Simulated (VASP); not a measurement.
Set up this calculation in VASP 6.6.1, as the native input.

| Quantity | Value |
| --- | --- |
| Task | single point |
| Functional | PBE |
| Potentials or basis | VASP PAW PBE potentials, release 64 (Ru_pv) |
| Cutoff | 520 eV |
| k mesh | 17 × 17 × 17 |
| Occupations | fermi-dirac, width 0.0612256 eV |
| Spin | no spin polarisation |
| Dipole correction | no |
| Further INCAR settings | ALGO = Normal; EDIFF = 1e-06; NBANDS = 13 |

The structure of Ru lies in POSCAR:

```
Ru
1.0
    0.0000000000      1.9307386248      1.9307386248
    1.9307386248      0.0000000000      1.9307386248
    1.9307386248      1.9307386248      0.0000000000
Ru
1
Direct
    0.0000000000      0.0000000000      0.0000000000
```

This isn't the form of Ru at room conditions, which is hcp.

The input as run:

INCAR

```
SYSTEM = Ru
ALGO = Normal
EDIFF = 1E-6
ENCUT = 520
GGA = PE
ISIF = 2
ISMEAR = -1
LASPH = .TRUE.
LCHARG = .TRUE.
LELF = .TRUE.
LREAL = .FALSE.
LVHAR = .TRUE.
LWAVE = .FALSE.
NBANDS = 13
NELM = 100
PREC = Accurate
SIGMA = 0.06122561905347299
```

KPOINTS

```
k-points
0
G
  17 17 17
  0 0 0
```

Potentials or basis: VASP PAW PBE potentials, release 64 (Ru_pv).

Launch:

```sh
$ cat potpaw_PBE.64/Ru_pv/POTCAR > POTCAR
$ mpirun -np 1 vasp_std > vasp.out
```

Results of the run:

```
Pressure               : -11.0 GPa
Band gap on the k mesh : zero (bands 7 and 8 overlap by 3.13 eV)
```

Caveat: the cell stands under tension.

It took 28 s on 1 thread of Intel Xeon 8259CL, on a shared host, peak memory 0.15 GiB.
